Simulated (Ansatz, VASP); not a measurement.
**Pb: VASP beside Ansatz**

Contents of INCAR:

```
SYSTEM = Pb
PREC = Accurate
ENCUT = 520
EDIFF = 1E-6
ISMEAR = 0
SIGMA = 0.15
LREAL = .False.
LASPH = .True.
NELM = 60
ALGO = Fast
ISIF = 2
LWAVE = .False.
LCHARG = .False.
GGA = PS
NBANDS = 21
```

Contents of KPOINTS:

```
Automatic mesh
0
Gamma
  18 18 10
  0 0 0
```

Contents of POSCAR:

```
Pb
1.0
    3.7584007458      0.0000000000      0.0000000000
   -1.8792003729      3.2548705235      0.0000000000
    0.0000000000      0.0000000000      5.3664000000
Pb
2
Direct
    0.3333333333      0.6666666667      0.2500000000
    0.6666666667      0.3333333333      0.7500000000
```

Input for Ansatz:

```yaml
crystal:
  lattice:
    - [3.7584007458, 0.0, 0.0]
    - [-1.8792003729, 3.2548705235, 0.0]
    - [0.0, 0.0, 5.3664]
  atoms:
    - { symbol: Pb, position: [0.3333333333, 0.6666666667, 0.25] }
    - { symbol: Pb, position: [0.6666666667, 0.3333333333, 0.75] }
basis:
  ecutwfc: 420
kpoints:
  mp_grid: { grid: [18, 18, 10] }
hamiltonian:
  xc: pbesol
scf:
  occupations: { method: gaussian, width: 0.15 }
output:
  forces: true
  stress: true
  eigenvalues: true
```

Change from the starting cell: strain +0.080 along x and y, -0.040 along z, atoms carried along.

Alike in both runs: task single point; functional PBEsol; k mesh 18 × 18 × 10; occupations gaussian, width 0.15 eV; no spin polarisation.

|  | VASP | Ansatz |
| --- | --- | --- |
| version | VASP 6.6.1 | Ansatz 0.2.0 |
| potentials or method | VASP PAW PBE potentials, release 64 (Pb_d), cutoff 520 eV | scalar-relativistic, plane waves, PAW |
| valence electrons in the cell | 28 | 28 |

```tsv
	VASP	Ansatz	Ansatz less VASP
gap on the k mesh at the Fermi level (eV)	none	none	-
pressure (GPa)	-3.1	-3.0	+0.07
traceless stress, the component that is largest in VASP (GPa)	1.95	1.96	+0.003
```

VASP's potentials were made for PBE, not for PBEsol. A gap of «none» marks a metal or a gap that the smearing closes.

Neither program's run includes spin-orbit coupling.
